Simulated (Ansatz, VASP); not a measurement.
# KF: VASP beside Ansatz

```xyz
2
Lattice="0.0000 2.6921 2.6921 2.6921 0.0000 2.6921 2.6921 2.6921 0.0000" Properties=species:S:1:pos:R:3 pbc="T T T"
K     0.0000    0.0000    0.0000
F     2.6921    2.6921    2.6921
```

Alike in both runs: task single point; functional PBE; k mesh 12 × 12 × 12; occupations gaussian, width 0.05 eV; no spin polarisation.

```csv
,VASP,Ansatz
version,VASP 6.6.1,Ansatz 0.2.0
potentials or method,"VASP PAW PBE potentials, release 64 (K_sv, F), cutoff 520 eV","scalar-relativistic, plane waves, PAW"
valence electrons in the cell,16,16
```

Ansatz gave:

```
gap on the k mesh at the Fermi level (eV) : 6.06
least direct gap on the mesh (eV)         : 6.06
pressure (GPa)                            : 0.6
```

**Question.** Estimate VASP's values.

**Answer.** gap on the k mesh at the Fermi level (eV): 6.05; least direct gap on the mesh (eV): 6.05; pressure (GPa): 0.6.
